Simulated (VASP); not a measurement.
# ScCd (Pm-3m) in VASP: further runs

ScCd is run at these levels: LDA; tasks: single point.

All numbers are computed with VASP 6.6.1; they aren't measurements. Logs are shortened: lines on timing, memory, paths and dates and some standing lists are left out, and cuts for length are marked.

### 1 The cell of the first run

It takes space group Pm-3m (No. 221, cubic). The conventional cell has a = 3.340 Å, b = 3.340 Å, c = 3.340 Å, α = 90.00°, β = 90.00°, γ = 90.00°. Within 3.8 Å of Sc (site symmetry m-3m) lie 8 Cd at 2.89 Å and 6 Sc at 3.34 Å. Within 3.8 Å of Cd (site symmetry m-3m) lie 8 Sc at 2.89 Å and 6 Cd at 3.34 Å.

### 2 Single point, LDA (18.64 Å³/atom)

INCAR reads:

```
ALGO = Normal
EDIFF = 1E-6
ENCUT = 520
ISIF = 2
ISMEAR = -1
LASPH = True
LCHARG = False
LREAL = False
LWAVE = False
NBANDS = 18
NELM = 60
PREC = Accurate
SIGMA = 0.05
```

KPOINTS reads:

```
k-points
0
Gamma
  10 10 10
```

POSCAR reads:

```
ScCd
1.0
    3.3403099166      0.0000000000      0.0000000000
    0.0000000000      3.3403099166      0.0000000000
    0.0000000000      0.0000000000      3.3403099166
Sc Cd
1 1
Direct
    0.5000000000      0.5000000000      0.5000000000
    0.0000000000      0.0000000000      0.0000000000
```

Potentials or basis: VASP PAW LDA potentials, release 64 (Sc_sv, Cd).

Started as:

```bash
> cat potpaw_LDA.64/Sc_sv/POTCAR potpaw_LDA.64/Cd/POTCAR > POTCAR
> mpirun -np 1 vasp_std > vasp.out
```

OUTCAR:

```text
EDIFF = 1E-6
   ENCUT = 520
   ISIF = 2
   ISMEAR = -1
   LASPH = True
   LREAL = False
   NELM = 60
   PREC = Accurate

 ion  position               nearest neighbor table
   1  0.500  0.500  0.500-   2 2.89   2 2.89   2 2.89   2 2.89   2 2.89   2 2.89   2 2.89   2 2.89

   2  0.000  0.000  0.000-   1 2.89   1 2.89   1 2.89   1 2.89   1 2.89   1 2.89   1 2.89   1 2.89

  LATTYP: Found a simple cubic cell.
 ALAT       =     3.3403099166

  Lattice vectors:

 A1 = (   3.3403099166,   0.0000000000,   0.0000000000)
 A2 = (   0.0000000000,   3.3403099166,   0.0000000000)
 A3 = (   0.0000000000,   0.0000000000,   3.3403099166)

Analysis of symmetry for initial positions (statically):
=====================================================================
 Subroutine PRICEL returns:
 Original cell was already a primitive cell.

 Routine SETGRP: Setting up the symmetry group for a
 simple cubic supercell.

 Subroutine GETGRP returns: Found 48 space group operations
 (whereof 48 operations were pure point group operations)
 out of a pool of 48 trial point group operations.

The static configuration has the point symmetry O_h .

Analysis of symmetry for dynamics (positions and initial velocities):
=====================================================================
 Subroutine PRICEL returns:
 Original cell was already a primitive cell.

 Routine SETGRP: Setting up the symmetry group for a
 simple cubic supercell.

 Subroutine GETGRP returns: Found 48 space group operations
 (whereof 48 operations were pure point group operations)
 out of a pool of 48 trial point group operations.

The dynamic configuration has the point symmetry O_h .

 Subroutine INISYM returns: Found 48 space group operations
 (whereof 48 operations are pure point group operations),
 and found     1 'primitive' translations

----------------------------------------------------------------------------------------

                                     Primitive cell

  volume of cell :      37.2701

  direct lattice vectors                    reciprocal lattice vectors
     3.340309917  0.000000000  0.000000000     0.299373419  0.000000000  0.000000000
     0.000000000  3.340309917  0.000000000     0.000000000  0.299373419  0.000000000
     0.000000000  0.000000000  3.340309917     0.000000000  0.000000000  0.299373419

  length of vectors
     3.340309917  3.340309917  3.340309917     0.299373419  0.299373419  0.299373419

  position of ions in fractional coordinates (direct lattice)
[... 78 lines left out ...]
   NELM   =     60;   NELMIN=  2; NELMDL= -5     # of ELM steps
   EDIFF  = 0.1E-05   stopping-criterion for ELM
   LREAL  =      F    real-space projection
   EDIFFG = 0.1E-04   stopping-criterion for IOM
   NSW    =      0    number of steps for IOM
   IBRION =     -1    ionic relax: 0-MD 1-quasi-New 2-CG
   NFREE  =      0    steps in history (QN), initial steepest desc. (CG)
   ISIF   =      2    stress and relaxation
   ISYM   =      2    0-nonsym 1-usesym 2-fastsym
   POTIM  = 0.5000    time-step for ionic-motion
   TEBEG  =    0.0;   TEEND  =   0.0 temperature during run
   PSTRESS=    0.0 pullay stress
   NELECT =      23.0000    total number of electrons
   NUPDOWN=      -1.0000    fix difference up-down
   EMIN   =  10.00;   EMAX   =-10.00  energy-range for DOS
   EFERMI =   0.00;   METHOD = LEGACY
   ISMEAR =    -1;   SIGMA  =   0.05  broadening in eV -4-tet -1-fermi 0-gaus
   EFERMI_NEDOS =   21; number of points for ismear=-14 and -15
   IALGO  =     38    algorithm
   IMIX   =      4    mixing-type and parameters
     AMIX     =   0.40;   BMIX     =  1.00
     AMIX_MAG =   1.60;   BMIX_MAG =  1.00
  volume/ion in A,a.u.               =      18.64       125.76
  Fermi-wavevector in a.u.,A,eV,Ry     =   1.393790  2.633881 26.431366  1.942651
  Thomas-Fermi vector in A             =   2.517402
   LORBIT       =      0    0 simple, 1 ext, 2 COOP (PROOUT), +10 PAW based schemes
   GGA     = CA    functional components
   LHFCALC =     F    Hartree Fock is set to
   AEXX    =    0.0000 exact exchange contribution
   IVDW    =     0    specifies the selected vdW correction
   LEPSILON=     F    determine dielectric tensor
   LRPA    =     F    only Hartree local field effects (RPA)
 non-spin polarized calculation
  energy-cutoff  :      520.00
  volume of cell :       37.27
 maximum number of plane-waves:      1024
 NGX is ok and might be reduce to    28
   NGX = 13   NGY = 13   NGZ = 13

 number of electron      23.0000001 magnetization

 Free energy of the ion-electron system (eV)
  ---------------------------------------------------
  ext. energy  EPLUGINS =         0.00000000
  ---------------------------------------------------
  free energy    TOTEN  =        -8.86470452 eV

  energy without entropy =       -8.84410616  energy(sigma->0) =       -8.85440534

 E-fermi :   4.5545     XC(G=0): -11.7779

 val. band max:        4.5257945938   @ k =   0.5000   0.3000   0.1000
 cond. band min:       4.5611776965   @ k =   0.2000   0.2000   0.2000
 fundamental gap:      0.0353831027
 Fermi energy:         4.5544991220

 k-point     1 :       0.0000    0.0000    0.0000
  band No.  band energies     occupation
      1     -44.4194      2.00000
      2     -23.3374      2.00000
      3     -23.3374      2.00000
      4     -23.3374      2.00000
      5      -4.7606      2.00000
      6      -4.7606      2.00000
[... 481 lines left out ...]
      5      -4.5912      2.00000
      6      -4.3692      2.00000
[... 10 lines left out ...]
     17      12.1816      0.00000
     18      12.5257      0.00000

 [... further k-points ...]

------------------------ aborting loop because EDIFF is reached ----------------------------------------

  FORCE on cell =-STRESS in cart. coord.  units (eV):
  Direction    XX          YY          ZZ          XY          YZ          ZX
  --------------------------------------------------------------------------------------
  -------------------------------------------------------------------------------------
  Total        2.1855736      2.1855736      2.1855736      0.0000000      0.0000000      0.0000000
  in kB       93.9540964     93.9540964     93.9540964      0.0000000      0.0000000      0.0000000
  external PRESSURE =      93.9540964 kB  Pullay stress =       0.0000000 kB

 VOLUME and BASIS-vectors are now :
 -----------------------------------------------------------------------------
  energy-cutoff  :      520.00
  volume of cell :       37.27
      direct lattice vectors                 reciprocal lattice vectors
     3.340309917  0.000000000  0.000000000     0.299373419  0.000000000  0.000000000
     0.000000000  3.340309917  0.000000000     0.000000000  0.299373419  0.000000000
     0.000000000  0.000000000  3.340309917     0.000000000  0.000000000  0.299373419

 POSITION                                       TOTAL-FORCE (eV/Angst)
 -----------------------------------------------------------------------------------
      1.67015      1.67015      1.67015         0.000000      0.000000      0.000000
      0.00000      0.00000      0.00000         0.000000      0.000000      0.000000
 -----------------------------------------------------------------------------------
    total drift:                                0.000000      0.000000      0.000000

  FREE ENERGIE OF THE ION-ELECTRON SYSTEM (eV)
  ---------------------------------------------------
  free  energy   TOTEN  =        -8.8647045163 eV

  energy  without entropy=       -8.8441061552  energy(sigma->0) =       -8.85440534
```

stdout:

```text
POSCAR found type information on POSCAR ScCd
 POSCAR found :  2 types and       2 ions
 scaLAPACK will be used
 LDA part: xc-table for (Slater(with rela. corr.)+CA(PZ))
 , standard interpolation
 POSCAR, INCAR and KPOINTS ok, starting setup
 FFT: planning ... GRIDC
 FFT: planning ... GRID_SOFT
 FFT: planning ... GRID
 WAVECAR not read
 entering main loop
```

Run time: 19 s. Hardware: 1 thread of Intel Xeon 6975P-C (Granite Rapids), shared host; peak memory 0.16 GiB.

Results:

| Item | Value |
| --- | --- |
| Free energy | -8.8647 eV |
| Pressure | 9.4 GPa |
| Band gap on the k mesh | zero (an odd number of electrons rules out a gap without spin polarisation) |

Levels at points of the mesh, in eV from the Fermi level:
```
           k point  band 10  band 11  band 12  band 13  band 14  band 15
(0.00, 0.00, 0.00)    -8.06     0.16     0.16     2.90     2.90     2.90
(0.50, 0.00, 0.00)    -4.33    -3.95     0.05     1.04     1.04     2.77
(0.50, 0.50, 0.00)    -3.39    -0.75    -0.75     0.42     2.24     2.24
(0.50, 0.50, 0.50)    -1.90    -1.90    -1.90     1.88     3.64     3.64
```

Caveat: the cell stands under pressure.

[end of part 1 of 2]
